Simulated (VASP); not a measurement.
Wanted: the native input for a VASP 6.6.1 run.

```
Task                   : single point
Functional             : BLYP
Potentials or basis    : VASP PAW PBE potentials, release 64 (Ge_d)
Cutoff                 : 520 eV
k mesh                 : 8 × 8 × 8
Occupations            : methfessel-paxton, width 0.05 eV
Spin                   : collinear spin
Starting moments       : [0.5, -0.5] μB
Dipole correction      : no
Further INCAR settings : ALGO = Normal; EDIFF = 1e-07; NBANDS = 25
```

The structure of Ge lies in POSCAR:

```
Ge
1.0
    0.0000000000      2.7711609388      2.7711609388
    2.7711609388      0.0000000000      2.7711609388
    2.7711609388      2.7711609388      0.0000000000
Ge
2
Direct
    0.7500000000      0.7500000000      0.7500000000
    0.5000000000      0.5000000000      0.5000000000
```

The input as run:

INCAR

```
SYSTEM = Ge
AGGAC = 1.0 ; AGGAX = 1.0
ALDAC = 0.0 ; ALDAX = 1.0
ALGO = Normal ; EDIFF = 1E-7
ENCUT = 520 ; GGA = B5
ISIF = 2 ; ISMEAR = 1
ISPIN = 2 ; LASPH = .True.
LCHARG = .False. ; LORBIT = 11
LREAL = .False. ; LWAVE = .False.
MAGMOM = 0.5 -0.5 ; NBANDS = 25
NELM = 150 ; PREC = Accurate
SIGMA = 0.05
```

KPOINTS

```
k-points
0
Gamma
  8 8 8
  0 0 0
```

Potentials or basis: VASP PAW PBE potentials, release 64 (Ge_d).

Run with:

```bash
$ cat potpaw_PBE.64/Ge_d/POTCAR > POTCAR
$ mpirun -np 1 vasp_std > vasp.out
```

Results of the run:

```yaml
Pressure: 13.2 GPa
Band_gap_on_the_k_mesh: 0.36 eV (least direct gap 0.40 eV)
Net_moment: 0.00 μB per cell
Valence_electrons_inside_the_program's_atomic_spheres: Ge 12.51
```

Caveat: the cell stands under pressure; semilocal functionals underestimate gaps, and a narrow one can read as zero; the PAW data sets were made with another functional, which shifts forces and pressure a little.

It took 110 s on 1 thread of AMD EPYC 7R13 (shared host), peak memory 0.17 GiB.
